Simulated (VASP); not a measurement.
Here is a VASP 6.6.1 calculation.

INCAR

```
SYSTEM = FeO
ALGO = Normal ; EDIFF = 1E-7
ENCUT = 520 ; GGA = PE
ISIF = 2 ; ISMEAR = -1
ISPIN = 2 ; LASPH = .TRUE.
LCHARG = .FALSE. ; LMAXMIX = 4
LORBIT = 11 ; LREAL = .FALSE.
LWAVE = .FALSE. ; MAGMOM = 0 0
NBANDS = 18 ; NELM = 150
NUPDOWN = 0.0 ; PREC = Accurate
SIGMA = 0.05
```

File KPOINTS:

```
k-points
0
G
  9 9 9
  0 0 0
```

File POSCAR:

```
FeO
1.0
    1.5176821100      0.8762341800      2.5157945800
   -1.5176821100      0.8762341800      2.5157945800
    0.0000000000     -1.7524683500      2.5157945800
Fe O
1 1
Direct
    0.0000000000      0.0000000000      0.0000000000
    0.5000000000      0.5000000000      0.5000000000
```

Potentials or basis: VASP PAW PBE potentials, release 64 (Fe, O).

Command:

```console
$ cat potpaw_PBE.64/Fe/POTCAR potpaw_PBE.64/O/POTCAR > POTCAR
$ mpirun -np 1 vasp_std > vasp.out
```

**Question.** What does it give for the pressure?

**Answer.** -25.8 GPa.

Stress tensor (GPa, compression positive):
```
-25.81   0.00   0.00
  0.00 -25.81   0.00
  0.00   0.00 -25.67
```

Caveat: the total moment is fixed, so each spin has its own Fermi level.
